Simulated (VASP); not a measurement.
Write the native input for VASP 6.6.1 that does the following.

```yaml
Task: single point
Functional: RPBE
Potentials_or_basis: VASP PAW PBE potentials, release 64 (W_sv)
Cutoff: 520 eV
k_mesh: 13 × 13 × 13
Occupations: methfessel-paxton, width 0.05 eV
Spin: no spin polarisation
Dipole_correction: no
Further_INCAR_settings: ALGO = Normal; EDIFF = 1e-06; NBANDS = 13
```

The structure of W lies in POSCAR:

```
W
1.0
    0.0000000000      2.0275859741      2.0275859741
    2.0275859741      0.0000000000      2.0275859741
    2.0275859741      2.0275859741      0.0000000000
W
1
Direct
    0.0000000000      0.0000000000      0.0000000000
```

The input as run:

INCAR

```
  ALGO = Normal
  EDIFF = 1E-6
  ENCUT = 520
  GGA = RP
  ISIF = 2
  ISMEAR = 1
  LASPH = True
  LCHARG = False
  LREAL = False
  LWAVE = False
  NBANDS = 13
  NELM = 60
  PREC = Accurate
  SIGMA = 0.05
```

KPOINTS

```
k-points
0
Gamma
  13 13 13
```

Potentials or basis: VASP PAW PBE potentials, release 64 (W_sv).

The run is started by

```console
$ cat potpaw_PBE.64/W_sv/POTCAR > POTCAR
$ mpirun -np 1 vasp_std > vasp.out
```

Results of the run:

* Pressure: 0.4 GPa
* Band gap on the k mesh: zero (band 7 reaches 13.02 eV, above the bottom of band 8 at 9.83 eV)

Caveat: the PAW data sets were made with another functional, which shifts forces and pressure a little; spin-orbit coupling is left out, which moves the levels of the heavy elements.

It took 7.8 s on 1 thread of Intel(R) Xeon(R) Platinum 8559C (Emerald Rapids), with other jobs on the host, peak memory 0.14 GiB.
